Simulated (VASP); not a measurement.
# Sn (I4/mmm) in VASP: notebook

The runs below take Sn through single point, with PBEsol.

Program: VASP 6.6.1. These are calculated values, not measurements. Logs are shortened: lines on timing, memory, paths and dates and some standing lists are left out, and cuts for length are marked.

## (1) The cell of the first run

Symmetry: I4/mmm, No. 139, tetragonal system. Conventional cell: a = 3.976 Å, b = 3.976 Å, c = 3.254 Å, α = 90.00°, β = 90.00°, γ = 90.00°. Sn (site symmetry 4/mmm) has 14 Sn at 3.25 to 3.98 Å within 4.3 Å.

## (2) Single point, PBEsol (volume scaled by 0.94)

INCAR

```
SYSTEM = Sn
  PREC = Accurate
  ENCUT = 520
  EDIFF = 1E-7
  ISMEAR = -1
  SIGMA = 0.05
  LREAL = .False.
  LASPH = .True.
  NELM = 100
  ALGO = Normal
  ISIF = 2
  LWAVE = .False.
  LCHARG = .True.
  GGA = PS
  LELF = .True.
  LVHAR = .True.
  NBANDS = 13
```

KPOINTS

```
Automatic mesh
0
Gamma
  10 10 10
  0 0 0
```

POSCAR

```
Sn
1.0
   -1.9877657590      1.9877657590      1.6268574157
    1.9877657590     -1.9877657590      1.6268574157
    1.9877657590      1.9877657590     -1.6268574157
Sn
1
Direct
    0.0000000000      0.0000000000      0.0000000000
```

Potentials or basis: VASP PAW PBE potentials, release 64 (Sn_d).

On the command line:

```sh
cat potpaw_PBE.64/Sn_d/POTCAR > POTCAR
mpirun -np 1 vasp_std > vasp.out
```

OUTCAR:

```text
SYSTEM = Sn
   PREC = Accurate
   ENCUT = 520
   EDIFF = 1E-7
   ISMEAR = -1
   LREAL = .False.
   LASPH = .True.
   NELM = 100
   ISIF = 2
   GGA = PS

 ion  position               nearest neighbor table
   1  0.000  0.000  0.000-

  LATTYP: Found a body centered tetragonal cell.
 ALAT       =     3.9755315180
 C/A-ratio  =     0.8184351744

  Lattice vectors:

 A1 = (  -1.9877657590,   1.9877657590,   1.6268574157)
 A2 = (   1.9877657590,  -1.9877657590,   1.6268574157)
 A3 = (   1.9877657590,   1.9877657590,  -1.6268574157)

Analysis of symmetry for initial positions (statically):
=====================================================================
 Subroutine PRICEL returns:
 Original cell was already a primitive cell.

 Routine SETGRP: Setting up the symmetry group for a
 body centered tetragonal supercell.

 Subroutine GETGRP returns: Found 16 space group operations
 (whereof 16 operations were pure point group operations)
 out of a pool of 16 trial point group operations.

The static configuration has the point symmetry D_4h.

Analysis of symmetry for dynamics (positions and initial velocities):
=====================================================================
 Subroutine PRICEL returns:
 Original cell was already a primitive cell.

 Routine SETGRP: Setting up the symmetry group for a
 body centered tetragonal supercell.

 Subroutine GETGRP returns: Found 16 space group operations
 (whereof 16 operations were pure point group operations)
 out of a pool of 16 trial point group operations.

The dynamic configuration has the point symmetry D_4h.

 Subroutine INISYM returns: Found 16 space group operations
 (whereof 16 operations are pure point group operations),
 and found     1 'primitive' translations

----------------------------------------------------------------------------------------

                                     Primitive cell

  volume of cell :      25.7122

  direct lattice vectors                    reciprocal lattice vectors
    -1.987765759  1.987765759  1.626857416     0.000000000  0.251538692  0.307341009
     1.987765759 -1.987765759  1.626857416     0.251538692  0.000000000  0.307341009
     1.987765759  1.987765759 -1.626857416     0.251538692  0.251538692  0.000000000

  length of vectors
     3.247936341  3.247936341  3.247936341     0.397152628  0.397152628  0.355729430

  position of ions in fractional coordinates (direct lattice)
     0.000000000  0.000000000  0.000000000

  ion indices of the primitive-cell ions
   primitive index   ion index
                 1           1

----------------------------------------------------------------------------------------

 KPOINTS: Automatic mesh

Automatic generation of k-mesh.
 Grid dimensions read from file:
 generate k-points for:   10   10   10

 Generating k-lattice:

  Cartesian coordinates                     Fractional coordinates (reciprocal lattice)
     0.000000000  0.025153869  0.030734101     0.100000000  0.000000000 -0.000000000
     0.025153869  0.000000000  0.030734101     0.000000000  0.100000000 -0.000000000
     0.025153869  0.025153869  0.000000000     0.000000000  0.000000000  0.100000000

  Length of vectors
     0.039715263  0.039715263  0.035572943

  Shift w.r.t. Gamma in fractional coordinates (k-lattice)
     0.000000000  0.000000000  0.000000000

 Subroutine IBZKPT returns following result:
 ===========================================

 Found    102 irreducible k-points:

 Following reciprocal coordinates:
            Coordinates               Weight
  0.000000  0.000000  0.000000      1.000000
  0.100000 -0.000000  0.000000      8.000000
  0.200000 -0.000000  0.000000      8.000000
  0.300000  0.000000  0.000000      8.000000
  0.400000 -0.000000  0.000000      8.000000
  0.500000 -0.000000  0.000000      4.000000
[... 16 lines left out ...]
  0.300000  0.300000  0.000000      8.000000
  0.400000  0.300000  0.000000     16.000000
 [... further k-points ...]
   k-points           NKPTS =    102   k-points in BZ     NKDIM =    102   number of bands    NBANDS=     13
   number of dos      NEDOS =    301   number of ions     NIONS =      1
   total plane-waves  NPLWV =  13824
   dimension x,y,z NGX =    24 NGY =   24 NGZ =   24
   dimension x,y,z NGXF=    48 NGYF=   48 NGZF=   48
   ions per type =               1
   NGX,Y,Z   is equivalent  to a cutoff of  12.28, 12.28, 12.28 a.u.
   NGXF,Y,Z  is equivalent  to a cutoff of  24.57, 24.57, 24.57 a.u.
 SYSTEM =  Sn
   PREC   = accura    normal or accurate (medium, high low for compatibility)
   ISTART =      0    job   : 0-new  1-cont  2-samecut
   ICHARG =      2    charge: 1-file 2-atom 10-const
   ISPIN  =      1    spin polarized calculation?
   LNONCOLLINEAR =      F non collinear calculations
   LSORBIT =      F    spin-orbit coupling
   LASPH  =      T    aspherical Exc in radial PAW
   ENCUT  =  520.0 eV  38.22 Ry    6.18 a.u.   6.04  6.04  6.04*2*pi/ulx,y,z
   NELM   =    100;   NELMIN=  2; NELMDL= -5     # of ELM steps
   EDIFF  = 0.1E-06   stopping-criterion for ELM
   LREAL  =      F    real-space projection
   EDIFFG = 0.1E-05   stopping-criterion for IOM
   NSW    =      0    number of steps for IOM
   IBRION =     -1    ionic relax: 0-MD 1-quasi-New 2-CG
   NFREE  =      0    steps in history (QN), initial steepest desc. (CG)
   ISIF   =      2    stress and relaxation
   ISYM   =      2    0-nonsym 1-usesym 2-fastsym
   POTIM  = 0.5000    time-step for ionic-motion
   TEBEG  =    0.0;   TEEND  =   0.0 temperature during run
   PSTRESS=    0.0 pullay stress
   NELECT =      14.0000    total number of electrons
   NUPDOWN=      -1.0000    fix difference up-down
   EMIN   =  10.00;   EMAX   =-10.00  energy-range for DOS
   EFERMI =   0.00;   METHOD = LEGACY
   ISMEAR =    -1;   SIGMA  =   0.05  broadening in eV -4-tet -1-fermi 0-gaus
   EFERMI_NEDOS =   21; number of points for ismear=-14 and -15
   IALGO  =     38    algorithm
   IMIX   =      4    mixing-type and parameters
     AMIX     =   0.40;   BMIX     =  1.00
     AMIX_MAG =   1.60;   BMIX_MAG =  1.00
  volume/ion in A,a.u.               =      25.71       173.51
  Fermi-wavevector in a.u.,A,eV,Ry     =   1.336814  2.526212 24.314574  1.787071
  Thomas-Fermi vector in A             =   2.465411
   LORBIT       =      0    0 simple, 1 ext, 2 COOP (PROOUT), +10 PAW based schemes
   GGA     = PS    functional components
   LHFCALC =     F    Hartree Fock is set to
   AEXX    =    0.0000 exact exchange contribution
   IVDW    =     0    specifies the selected vdW correction
   LEPSILON=     F    determine dielectric tensor
   LRPA    =     F    only Hartree local field effects (RPA)
 non-spin polarized calculation
  energy-cutoff  :      520.00
  volume of cell :       25.71
 maximum number of plane-waves:       713
   NGX = 13   NGY = 13   NGZ = 13

 number of electron      13.9999992 magnetization

 Free energy of the ion-electron system (eV)
  ---------------------------------------------------
  ext. energy  EPLUGINS =         0.00000000
  ---------------------------------------------------
  free energy    TOTEN  =        -4.23187362 eV

  energy without entropy =       -4.22812754  energy(sigma->0) =       -4.23000058

 E-fermi :   8.5665     XC(G=0): -10.7601

 val. band max:        8.5554820244   @ k =  -0.2000   0.4000   0.1000
 cond. band min:       8.6233517265   @ k =  -0.2000  -0.3000   0.2000
 fundamental gap:      0.0678697021
 Fermi energy:         8.5664926465

 k-point     1 :       0.0000    0.0000    0.0000
  band No.  band energies     occupation
      1     -12.9121      2.00000
      2     -12.8188      2.00000
      3     -12.8188      2.00000
      4     -12.8168      2.00000
      5     -12.6763      2.00000
      6      -2.9313      2.00000
      7      15.7454      0.00000
      8      15.7454      0.00000
      9      18.6149      0.00000
     10      19.2073      0.00000
     11      20.3976      0.00000
     12      21.3572      0.00000
     13      21.3572      0.00000

 k-point     2 :       0.1000   -0.0000    0.0000
  band No.  band energies     occupation
      1     -12.9008      2.00000
      2     -12.8206      2.00000
      3     -12.8145      2.00000
      4     -12.8009      2.00000
      5     -12.6828      2.00000
      6      -2.6814      2.00000
      7      15.0042      0.00000
      8      15.1318      0.00000
      9      16.8899      0.00000
     10      19.7137      0.00000
     11      19.8792      0.00000
     12      20.5834      0.00000
     13      21.4500      0.00000

 k-point     3 :       0.2000   -0.0000    0.0000
  band No.  band energies     occupation
      1     -12.8969      2.00000
      2     -12.8287      2.00000
      3     -12.7770      2.00000
      4     -12.7584      2.00000
      5     -12.6981      2.00000
      6      -1.9285      2.00000
      7      12.8633      0.00000
      8      13.7839      0.00000
      9      14.6944      0.00000
     10      18.2809      0.00000
     11      18.3400      0.00000
     12      21.8368      0.00000
     13      22.5589      0.00000
[... 305 lines left out ...]
 k-point    23 :       0.3000    0.3000    0.0000
  band No.  band energies     occupation
      1     -12.8989      2.00000
      2     -12.7971      2.00000
      3     -12.7285      2.00000
      4     -12.7173      2.00000
      5     -12.6525      2.00000
      6       3.5045      2.00000
      7       5.3681      2.00000
      8       6.9216      2.00000
      9      12.5566      0.00000
     10      17.9947      0.00000
     11      19.1476      0.00000
     12      24.6164      0.00000
     13      25.0282      0.00000

 k-point    24 :       0.4000    0.3000    0.0000
  band No.  band energies     occupation
      1     -12.8802      2.00000
      2     -12.7826      2.00000
      3     -12.7495      2.00000
      4     -12.7122      2.00000
      5     -12.6866      2.00000
      6       2.4884      2.00000
      7       5.8240      2.00000
      8       7.4225      2.00000
      9      13.2253      0.00000
     10      18.0750      0.00000
     11      20.1353      0.00000
     12      25.1653      0.00000
     13      25.4955      0.00000

 [... further k-points ...]
[... 5 lines left out ...]
  --------------------------------------------------------------------------------------
  -------------------------------------------------------------------------------------
  Total        0.0965853      0.0965853      0.4277915      0.0000000      0.0000000      0.0000000
  in kB        6.0184113      6.0184113     26.6564842      0.0000000      0.0000000      0.0000000
  external PRESSURE =      12.8977689 kB  Pullay stress =       0.0000000 kB

 VOLUME and BASIS-vectors are now :
 -----------------------------------------------------------------------------
  energy-cutoff  :      520.00
  volume of cell :       25.71
      direct lattice vectors                 reciprocal lattice vectors
    -1.987765759  1.987765759  1.626857416     0.000000000  0.251538692  0.307341009
     1.987765759 -1.987765759  1.626857416     0.251538692  0.000000000  0.307341009
     1.987765759  1.987765759 -1.626857416     0.251538692  0.251538692  0.000000000

 POSITION                                       TOTAL-FORCE (eV/Angst)
 -----------------------------------------------------------------------------------
      0.00000      0.00000      0.00000         0.000000     -0.000000      0.000000
 -----------------------------------------------------------------------------------
    total drift:                               -0.000000      0.000000      0.000000

  FREE ENERGIE OF THE ION-ELECTRON SYSTEM (eV)
  ---------------------------------------------------
  free  energy   TOTEN  =        -4.2318736183 eV

  energy  without entropy=       -4.2281275427  energy(sigma->0) =       -4.23000058
```

Run time: 8.2 s. Hardware: 1 thread of Intel Xeon 6975P-C (Granite Rapids), shared host; peak memory 0.16 GiB.

Results:

* Free energy: -4.2319 eV
* Pressure: 1.3 GPa
* Band gap on the k mesh: zero (band 7 reaches 15.75 eV, above the bottom of band 8 at 6.36 eV)

Stress tensor (GPa, compression positive):
```
0.60 0.00 0.00
0.00 0.60 0.00
0.00 0.00 2.67
```

Caveat: the PAW data sets were made with another functional, which shifts forces and pressure a little; spin-orbit coupling is left out, which moves the levels of the heavy elements.

## (3) Single point, PBEsol (volume scaled by 0.98)

INCAR

```
SYSTEM = Sn
  PREC = Accurate
  ENCUT = 520
  EDIFF = 1E-6
  ISMEAR = -1
  SIGMA = 0.05
  LREAL = .FALSE.
  LASPH = .TRUE.
  NELM = 80
  ALGO = Normal
  ISIF = 2
  LWAVE = .FALSE.
  LCHARG = .FALSE.
  GGA = PS
  NBANDS = 13
```

KPOINTS

```
regular mesh
0
G
  10 10 10
  0 0 0
```

POSCAR

```
Sn
1.0
   -2.0155702798      2.0155702798      1.6496136136
    2.0155702798     -2.0155702798      1.6496136136
    2.0155702798      2.0155702798     -1.6496136136
Sn
1
Direct
    0.0000000000      0.0000000000      0.0000000000
```

Potentials or basis: VASP PAW PBE potentials, release 64 (Sn_d).

On the command line:

```sh
cat potpaw_PBE.64/Sn_d/POTCAR > POTCAR
mpirun -np 1 vasp_std > vasp.out
```

OUTCAR:

```text
SYSTEM = Sn
   PREC = Accurate
   ENCUT = 520
   EDIFF = 1E-6
   ISMEAR = -1
   LREAL = .FALSE.
   LASPH = .TRUE.
   NELM = 80
   ISIF = 2
   GGA = PS

 ion  position               nearest neighbor table
   1  0.000  0.000  0.000-

  LATTYP: Found a body centered tetragonal cell.
 ALAT       =     4.0311405596
 C/A-ratio  =     0.8184351745

  Lattice vectors:

 A1 = (  -2.0155702798,   2.0155702798,   1.6496136136)
 A2 = (   2.0155702798,  -2.0155702798,   1.6496136136)
 A3 = (   2.0155702798,   2.0155702798,  -1.6496136136)

[... 553 lines left out ...]
      6       2.0234      2.00000
      7       5.4259      2.00000
      8       6.9513      2.00000
      9      12.5651      0.00000
     10      17.3080      0.00000
     11      19.4053      0.00000
     12      24.2040      0.00000
     13      24.5978      0.00000

 [... further k-points ...]
[... 5 lines left out ...]
  --------------------------------------------------------------------------------------
  -------------------------------------------------------------------------------------
  Total       -0.2477882     -0.2477882     -0.0179372      0.0000000      0.0000000     -0.0000000
  in kB      -14.8099352    -14.8099352     -1.0720769      0.0000000      0.0000000     -0.0000000
  external PRESSURE =     -10.2306491 kB  Pullay stress =       0.0000000 kB

 VOLUME and BASIS-vectors are now :
 -----------------------------------------------------------------------------
  energy-cutoff  :      520.00
  volume of cell :       26.81
      direct lattice vectors                 reciprocal lattice vectors
    -2.015570280  2.015570280  1.649613614     0.000000000  0.248068750  0.303101281
     2.015570280 -2.015570280  1.649613614     0.248068750  0.000000000  0.303101281
     2.015570280  2.015570280 -1.649613614     0.248068750  0.248068750  0.000000000

 POSITION                                       TOTAL-FORCE (eV/Angst)
 -----------------------------------------------------------------------------------
      0.00000      0.00000      0.00000        -0.000000      0.000000      0.000000
 -----------------------------------------------------------------------------------
    total drift:                                0.000000      0.000000      0.000000

  FREE ENERGIE OF THE ION-ELECTRON SYSTEM (eV)
  ---------------------------------------------------
  free  energy   TOTEN  =        -4.2329466821 eV

  energy  without entropy=       -4.2285046656  energy(sigma->0) =       -4.23072567
```

stdout:

```text
POSCAR found type information on POSCAR Sn
 POSCAR found :  1 types and       1 ions
 scaLAPACK will be used
 -----------------------------------------------------------------------------
|                                                                             |
|                                                                             |
|     You enforced a specific xc type in the INCAR file but a different       |
|     I HOPE YOU KNOW WHAT YOU ARE DOING!                                     |
|                                                                             |
 -----------------------------------------------------------------------------

 LDA part: xc-table for (Slater+PW92), standard interpolation
 POSCAR, INCAR and KPOINTS ok, starting setup
 FFT: planning ... GRIDC
 FFT: planning ... GRID_SOFT
 FFT: planning ... GRID
 WAVECAR not read
 entering main loop
```

Wall time 6.7 s (1 thread of Intel Xeon 6975P-C (Granite Rapids), shared host); peak memory 0.15 GiB.

What came out:

```
Free energy            : -4.2329 eV
Pressure               : -1.0 GPa
Band gap on the k mesh : zero (band 7 reaches 14.95 eV, above the bottom of band 8 at 5.97 eV)
```

Stress tensor (GPa, compression positive):
```
-1.48  0.00  0.00
 0.00 -1.48  0.00
 0.00  0.00 -0.11
```

Caveat: the PAW data sets were made with another functional, which shifts forces and pressure a little; spin-orbit coupling is left out, which moves the levels of the heavy elements.

## (4) Single point, PBEsol (volume scaled by 1.02)

INCAR

```
SYSTEM = Sn
  ALGO = Fast
  EDIFF = 1E-7
  ENCUT = 520
  GGA = PS
  ISIF = 2
  ISMEAR = -1
  LASPH = .True.
  LCHARG = .True.
  LELF = .True.
  LREAL = .False.
  LVHAR = .True.
  LWAVE = .False.
  NBANDS = 13
  NELM = 80
  PREC = Accurate
  SIGMA = 0.05
```

KPOINTS

```
k-points
0
Gamma
  10 10 10
  0 0 0
```

POSCAR

```
Sn
1.0
   -2.0426281431      2.0426281431      1.6717587207
    2.0426281431     -2.0426281431      1.6717587207
    2.0426281431      2.0426281431     -1.6717587207
Sn
1
Direct
    0.0000000000      0.0000000000      0.0000000000
```

On the command line:

```sh
cat potpaw_PBE.64/Sn_d/POTCAR > POTCAR
mpirun -np 1 vasp_std > vasp.out
```

Run time: 22 s. Hardware: 1 thread of Intel Xeon 6975P-C (Granite Rapids), shared host; peak memory 0.17 GiB.

It converged, with:

| Quantity | Value |
| --- | --- |
| Free energy | -4.2200 eV |
| Pressure | -2.8 GPa |
| Band gap on the k mesh | zero (band 7 reaches 14.21 eV, above the bottom of band 8 at 5.61 eV) |

Stress tensor (GPa, compression positive):
```
-3.01  0.00  0.00
 0.00 -3.01  0.00
 0.00  0.00 -2.24
```

Levels at points of the mesh, in eV from the Fermi level:
```csv
k point,band 5,band 6,band 7,band 8,band 9,band 10
"(0.00, 0.00, 0.00)",-21.21,-10.87,6.67,6.67,9.12,10.22
"(0.50, 0.00, 0.00)",-21.17,-5.73,-4.03,3.06,4.30,7.12
"(0.50, 0.50, 0.00)",-21.17,-7.20,-4.53,5.70,7.63,10.28
"(0.50, 0.50, 0.50)",-21.16,-3.46,-1.48,-1.48,2.53,3.11
```

Caveat: the PAW data sets were made with another functional, which shifts forces and pressure a little; spin-orbit coupling is left out, which moves the levels of the heavy elements.

(Part 1 of 2 ends here.)
